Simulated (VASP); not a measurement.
# Cu (Fm-3m) in VASP: a series of runs, part 2 of 2

VASP 6.6.1. Earlier steps stand in the parts before.

**6. Single point, PBEsol (volume scaled by 0.94)**

INCAR reads:

```
SYSTEM = Cu
PREC = Accurate
ENCUT = 520
EDIFF = 1E-6
ISMEAR = -1
SIGMA = 0.05
LREAL = .False.
LASPH = .True.
NELM = 100
ALGO = Normal
ISIF = 2
LWAVE = .False.
LCHARG = .True.
GGA = PS
LELF = .True.
LVHAR = .True.
NBANDS = 12
```

KPOINTS reads:

```
regular mesh
0
Gamma
  13 13 13
  0 0 0
```

POSCAR reads:

```
Cu
1.0
    0.0000000000      1.7706018915      1.7706018915
    1.7706018915      0.0000000000      1.7706018915
    1.7706018915      1.7706018915      0.0000000000
Cu
1
Direct
    0.0000000000      0.0000000000      0.0000000000
```

Potentials or basis: VASP PAW PBE potentials, release 64 (Cu).

On the command line:

```sh
cat potpaw_PBE.64/Cu/POTCAR > POTCAR
mpirun -np 1 vasp_std > vasp.out
```

OUTCAR:

```text
SYSTEM = Cu
   PREC = Accurate
   ENCUT = 520
   EDIFF = 1E-6
   ISMEAR = -1
   LREAL = .False.
   LASPH = .True.
   NELM = 100
   ISIF = 2
   GGA = PS

 ion  position               nearest neighbor table
   1  0.000  0.000  0.000-

  LATTYP: Found a face centered cubic cell.
 ALAT       =     3.5412037830

  Lattice vectors:

 A1 = (   0.0000000000,   1.7706018915,   1.7706018915)
 A2 = (   1.7706018915,   0.0000000000,   1.7706018915)
 A3 = (   1.7706018915,   1.7706018915,   0.0000000000)

Analysis of symmetry for initial positions (statically):
=====================================================================
 Subroutine PRICEL returns:
 Original cell was already a primitive cell.

 Routine SETGRP: Setting up the symmetry group for a
 face centered cubic supercell.

 Subroutine GETGRP returns: Found 48 space group operations
[... 9 lines left out ...]

 Routine SETGRP: Setting up the symmetry group for a
 face centered cubic supercell.

 Subroutine GETGRP returns: Found 48 space group operations
[... 11 lines left out ...]
                                     Primitive cell

  volume of cell :      11.1018

  direct lattice vectors                    reciprocal lattice vectors
     0.000000000  1.770601891  1.770601891    -0.282389849  0.282389849  0.282389849
     1.770601891  0.000000000  1.770601891     0.282389849 -0.282389849  0.282389849
     1.770601891  1.770601891  0.000000000     0.282389849  0.282389849 -0.282389849

  length of vectors
     2.504009209  2.504009209  2.504009209     0.489113565  0.489113565  0.489113565

  position of ions in fractional coordinates (direct lattice)
     0.000000000  0.000000000  0.000000000

  ion indices of the primitive-cell ions
   primitive index   ion index
                 1           1

----------------------------------------------------------------------------------------

 KPOINTS: regular mesh

Automatic generation of k-mesh.
 Grid dimensions read from file:
 generate k-points for:   13   13   13

 Generating k-lattice:

  Cartesian coordinates                     Fractional coordinates (reciprocal lattice)
    -0.021722296  0.021722296  0.021722296     0.076923077  0.000000000  0.000000000
     0.021722296 -0.021722296  0.021722296     0.000000000  0.076923077  0.000000000
     0.021722296  0.021722296 -0.021722296     0.000000000  0.000000000  0.076923077

  Length of vectors
     0.037624120  0.037624120  0.037624120

  Shift w.r.t. Gamma in fractional coordinates (k-lattice)
     0.000000000  0.000000000  0.000000000

 Subroutine IBZKPT returns following result:
 ===========================================

 Found     84 irreducible k-points:

 Following reciprocal coordinates:
            Coordinates               Weight
  0.000000  0.000000  0.000000      1.000000
  0.076923  0.000000  0.000000      8.000000
  0.153846  0.000000  0.000000      8.000000
  0.230769  0.000000  0.000000      8.000000
  0.307692  0.000000  0.000000      8.000000
  0.384615  0.000000  0.000000      8.000000
[... 16 lines left out ...]
  0.384615  0.153846  0.000000     24.000000
  0.461538  0.153846  0.000000     24.000000
 [... further k-points ...]
   k-points           NKPTS =     84   k-points in BZ     NKDIM =     84   number of bands    NBANDS=     12
   number of dos      NEDOS =    301   number of ions     NIONS =      1
   total plane-waves  NPLWV =   8000
   dimension x,y,z NGX =    20 NGY =   20 NGZ =   20
   dimension x,y,z NGXF=    40 NGYF=   40 NGZF=   40
   ions per type =               1
   NGX,Y,Z   is equivalent  to a cutoff of  13.28, 13.28, 13.28 a.u.
   NGXF,Y,Z  is equivalent  to a cutoff of  26.56, 26.56, 26.56 a.u.
 SYSTEM =  Cu
   PREC   = accura    normal or accurate (medium, high low for compatibility)
   ISTART =      0    job   : 0-new  1-cont  2-samecut
   ICHARG =      2    charge: 1-file 2-atom 10-const
   ISPIN  =      1    spin polarized calculation?
   LNONCOLLINEAR =      F non collinear calculations
   LSORBIT =      F    spin-orbit coupling
   LASPH  =      T    aspherical Exc in radial PAW
   ENCUT  =  520.0 eV  38.22 Ry    6.18 a.u.   4.66  4.66  4.66*2*pi/ulx,y,z
   NELM   =    100;   NELMIN=  2; NELMDL= -5     # of ELM steps
   EDIFF  = 0.1E-05   stopping-criterion for ELM
   LREAL  =      F    real-space projection
   EDIFFG = 0.1E-04   stopping-criterion for IOM
   NSW    =      0    number of steps for IOM
   IBRION =     -1    ionic relax: 0-MD 1-quasi-New 2-CG
   NFREE  =      0    steps in history (QN), initial steepest desc. (CG)
   ISIF   =      2    stress and relaxation
   ISYM   =      2    0-nonsym 1-usesym 2-fastsym
   POTIM  = 0.5000    time-step for ionic-motion
   TEBEG  =    0.0;   TEEND  =   0.0 temperature during run
   PSTRESS=    0.0 pullay stress
   NELECT =      11.0000    total number of electrons
   NUPDOWN=      -1.0000    fix difference up-down
   EMIN   =  10.00;   EMAX   =-10.00  energy-range for DOS
   EFERMI =   0.00;   METHOD = LEGACY
   ISMEAR =    -1;   SIGMA  =   0.05  broadening in eV -4-tet -1-fermi 0-gaus
   EFERMI_NEDOS =   21; number of points for ismear=-14 and -15
   IALGO  =     38    algorithm
   IMIX   =      4    mixing-type and parameters
     AMIX     =   0.40;   BMIX     =  1.00
     AMIX_MAG =   1.60;   BMIX_MAG =  1.00
  volume/ion in A,a.u.               =      11.10        74.92
  Fermi-wavevector in a.u.,A,eV,Ry     =   1.632080  3.084184 36.241641  2.663685
  Thomas-Fermi vector in A             =   2.724110
   LORBIT       =      0    0 simple, 1 ext, 2 COOP (PROOUT), +10 PAW based schemes
   GGA     = PS    functional components
   LHFCALC =     F    Hartree Fock is set to
   AEXX    =    0.0000 exact exchange contribution
   IVDW    =     0    specifies the selected vdW correction
   LEPSILON=     F    determine dielectric tensor
   LRPA    =     F    only Hartree local field effects (RPA)
 non-spin polarized calculation
  energy-cutoff  :      520.00
  volume of cell :       11.10
 maximum number of plane-waves:       307
   NGX =  9   NGY =  9   NGZ =  9

 number of electron      11.0000009 magnetization

 Free energy of the ion-electron system (eV)
  ---------------------------------------------------
  ext. energy  EPLUGINS =         0.00000000
  ---------------------------------------------------
  free energy    TOTEN  =        -4.30777072 eV

  energy without entropy =       -4.30505168  energy(sigma->0) =       -4.30641120

 E-fermi :   8.3679     XC(G=0): -13.2735

 val. band max:        8.1867673251   @ k =   0.4615   0.2308   0.0000
 cond. band min:       8.3859948423   @ k =   0.4615   0.3077   0.0000
 fundamental gap:      0.1992275172
 Fermi energy:         8.3679399909

 k-point     1 :       0.0000    0.0000    0.0000
  band No.  band energies     occupation
      1      -1.6823      2.00000
      2       4.9620      2.00000
      3       4.9620      2.00000
      4       4.9620      2.00000
      5       5.8772      2.00000
      6       5.8772      2.00000
      7      31.2666      0.00000
      8      34.3663      0.00000
      9      34.3663      0.00000
     10      34.3663      0.00000
     11      36.9079      0.00000
     12      36.9079      0.00000

 k-point     2 :       0.0769    0.0000    0.0000
  band No.  band energies     occupation
      1      -1.4573      2.00000
      2       4.9116      2.00000
      3       5.0058      2.00000
      4       5.0058      2.00000
      5       5.8600      2.00000
      6       5.8601      2.00000
      7      29.9727      0.00000
      8      32.4419      0.00000
      9      33.7427      0.00000
     10      33.7427      0.00000
     11      37.8265      0.00000
     12      37.8265      0.00000

 k-point     3 :       0.1538    0.0000    0.0000
  band No.  band energies     occupation
      1      -0.7985      2.00000
      2       4.7882      2.00000
      3       5.1007      2.00000
      4       5.1007      2.00000
      5       5.8432      2.00000
      6       5.8432      2.00000
      7      26.1240      0.00000
      8      31.8861      0.00000
      9      32.8128      0.00000
     10      32.8128      0.00000
     11      38.7207      0.00000
     12      39.1960      0.00000
[... 286 lines left out ...]
 k-point    23 :       0.3846    0.1538    0.0000
  band No.  band energies     occupation
      1       2.3779      2.00000
      2       4.3756      2.00000
      3       4.9048      2.00000
      4       5.3494      2.00000
      5       6.4177      2.00000
      6       6.7100      2.00000
      7      17.7576      0.00000
      8      26.9008      0.00000
      9      27.0288      0.00000
     10      29.5859      0.00000
     11      38.8165      0.00000
     12      40.0689      0.00000

 k-point    24 :       0.4615    0.1538    0.0000
  band No.  band energies     occupation
      1       3.0107      2.00000
      2       4.5542      2.00000
      3       4.9597      2.00000
      4       5.2666      2.00000
      5       6.5192      2.00000
      6       7.8375      1.99995
      7      14.5740      0.00000
      8      25.6440      0.00000
      9      27.0935      0.00000
     10      29.3473      0.00000
     11      39.3934      0.00000
     12      39.4185      0.00000

 [... further k-points ...]
[... 5 lines left out ...]
  --------------------------------------------------------------------------------------
  -------------------------------------------------------------------------------------
  Total        0.2752533      0.2752533      0.2752533      0.0000000      0.0000000      0.0000000
  in kB       39.7237606     39.7237606     39.7237606      0.0000000      0.0000000      0.0000000
  external PRESSURE =      39.7237606 kB  Pullay stress =       0.0000000 kB

 VOLUME and BASIS-vectors are now :
 -----------------------------------------------------------------------------
  energy-cutoff  :      520.00
  volume of cell :       11.10
      direct lattice vectors                 reciprocal lattice vectors
     0.000000000  1.770601891  1.770601891    -0.282389849  0.282389849  0.282389849
     1.770601891  0.000000000  1.770601891     0.282389849 -0.282389849  0.282389849
     1.770601891  1.770601891  0.000000000     0.282389849  0.282389849 -0.282389849

 POSITION                                       TOTAL-FORCE (eV/Angst)
 -----------------------------------------------------------------------------------
      0.00000      0.00000      0.00000        -0.000000      0.000000      0.000000
 -----------------------------------------------------------------------------------
    total drift:                                0.000000      0.000000      0.000000

  FREE ENERGIE OF THE ION-ELECTRON SYSTEM (eV)
  ---------------------------------------------------
  free  energy   TOTEN  =        -4.3077707174 eV

  energy  without entropy=       -4.3050516810  energy(sigma->0) =       -4.30641120
```

OSZICAR:

```text
N       E                     dE             d eps       ncg     rms          rms(c)
DAV:   1     0.418007638633E+02    0.41801E+02   -0.53737E+03  2284   0.156E+03
DAV:   2    -0.397481664492E+01   -0.45776E+02   -0.41757E+02  2096   0.209E+02
DAV:   3    -0.540749898164E+01   -0.14327E+01   -0.14234E+01  2344   0.410E+01
DAV:   4    -0.541635096791E+01   -0.88520E-02   -0.88500E-02  2320   0.284E+00
DAV:   5    -0.541642708678E+01   -0.76119E-04   -0.76117E-04  2404   0.270E-01    0.846E+00
DAV:   6    -0.471600276423E+01    0.70042E+00   -0.16619E+01  2424   0.784E+01    0.398E+00
DAV:   7    -0.432338004565E+01    0.39262E+00   -0.24368E+00  2416   0.298E+01    0.608E-01
DAV:   8    -0.430948839285E+01    0.13892E-01   -0.51125E-03  2332   0.107E+00    0.307E-01
DAV:   9    -0.430776089166E+01    0.17275E-02   -0.91057E-03  2528   0.164E+00    0.197E-02
DAV:  10    -0.430776977467E+01   -0.88830E-05   -0.26402E-05  2740   0.790E-02    0.552E-03
DAV:  11    -0.430777071738E+01   -0.94272E-06   -0.42112E-07  1724   0.112E-02
   1 F= -.43077707E+01 E0= -.43064112E+01  d E =-.271904E-02
```

It took 6.8 s on 1 thread of Intel Xeon 6975P-C, shared host; peak memory 0.13 GiB.

Results:

* Free energy: -4.3078 eV
* Pressure: 4.0 GPa

Caveat: the PAW data sets were made with another functional, which shifts forces and pressure a little.

**7. Overview**

```tsv
task	level	cell	k mesh	cutoff (eV)	grid for exact exchange (PRECFOCK)	share of exact exchange	screening parameter	gap on the mesh (eV)	pressure (GPa)
single point	PBEsol-based screened hybrid	a = 2.539 Å, angles 60.0°, 1 atom	7 × 7 × 7	520	Normal	0.25	0.207 1/Å	none	-1.4
single point	PBEsol-based global hybrid	a = 2.556 Å, angles 60.0°, 1 atom	7 × 7 × 7	520	Normal	0.25	-	none	-4.6
single point	PBE	a = 2.566 Å, angles 60.0°, 1 atom	13 × 13 × 13	520	-	-	-	none	0.6
relaxation of cell and atoms	PBE	relaxed from a = 2.556 Å, angles 60.0°, 1 atom	13 × 13 × 13	600	-	-	-	none	0.0
single point	PBEsol	a = 2.504 Å, angles 60.0°, 1 atom	13 × 13 × 13	520	-	-	-	none	4.0
```

Alike in all rows: potentials or basis VASP PAW PBE potentials, release 64 (Cu); no spin polarisation; smearing fermi-dirac 0.05 eV.

Caveats: some runs use coarse meshes; the PAW data sets were made with another functional, which shifts forces and pressure a little (some runs).

Absolute energies hang on the potentials; compare differences alone.
